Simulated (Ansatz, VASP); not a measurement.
# GaN: VASP beside Ansatz

The input POSCAR:

```
GaN
1.0
    0.0000000000      2.2489367673      2.1814686643
    2.2489367673      0.0000000000      2.1814686643
    2.2489367673      2.2489367673      0.0000000000
Ga N
1 1
Direct
    0.0000000000      0.0000000000      0.0000000000
    0.7500000000      0.7500000000      0.7500000000
```

File INCAR.step1:

```
SYSTEM = GaN
  ALGO = Normal
  EDIFF = 1E-5
  ENCUT = 910
  GGA = PE
  GGA_COMPAT = .False.
  ISMEAR = 0
  LASPH = .True.
  LCHARG = .False.
  LREAL = .False.
  LWAVE = .True.
  NBANDS = 16
  NELM = 120
  PREC = Accurate
  SIGMA = 0.05
```

File INCAR.step2:

```
SYSTEM = GaN
  ALGO = Normal
  EDIFF = 1E-6
  ENCUT = 910
  GGA_COMPAT = .False.
  ISIF = 2
  ISMEAR = 0
  ISTART = 1
  LASPH = .True.
  LCHARG = .False.
  LMIXTAU = .True.
  LREAL = .False.
  LWAVE = .False.
  METAGGA = R2SCAN
  NBANDS = 16
  NELM = 120
  PREC = Accurate
  SIGMA = 0.05
```

KPOINTS

```
k-points
0
Gamma
  10 10 10
  0 0 0
```

Input for Ansatz:

```yaml
crystal:
  lattice:
    - [0.0, 2.2489367673, 2.1814686643]
    - [2.2489367673, 0.0, 2.1814686643]
    - [2.2489367673, 2.2489367673, 0.0]
  atoms:
    - { symbol: Ga, position: [0.0, 0.0, 0.0] }
    - { symbol: "N", position: [0.75, 0.75, 0.75] }
basis:
  ecutwfc: 500
kpoints:
  mp_grid: { grid: [10, 10, 10] }
hamiltonian:
  xc: r2scan
scf:
  occupations: { method: gaussian, width: 0.05 }
output:
  forces: true
  stress: true
  eigenvalues: true
```

Change from the starting cell: strain -0.0300 x Voigt [0, 0, 1, 0, 0, 0], atoms carried along.

Alike in both runs: task single point; functional r2SCAN; k mesh 10 × 10 × 10; occupations gaussian, width 0.05 eV; no spin polarisation.

|  | VASP | Ansatz |
| --- | --- | --- |
| version | VASP 6.6.1 | Ansatz 0.2.0 |
| potentials or method | VASP PAW PBE potentials, release 64 (Ga_d, N_h), cutoff 910 eV | scalar-relativistic, plane waves, PAW |
| valence electrons in the cell | 18 | 18 |

VASP gave:

```
gap on the k mesh at the Fermi level (eV) : 2.27
least direct gap on the mesh (eV)         : 2.27
```

Problem. Which values does Ansatz return?

Solution. gap on the k mesh at the Fermi level (eV): 2.28; least direct gap on the mesh (eV): 2.28.

VASP's potentials were made for PBE, not for r2SCAN. With one functional, cell and mesh, what is left measures potentials, basis and numerics.

Noted on VASP's run: the cutoff is short for stress, so the pressure is rough.
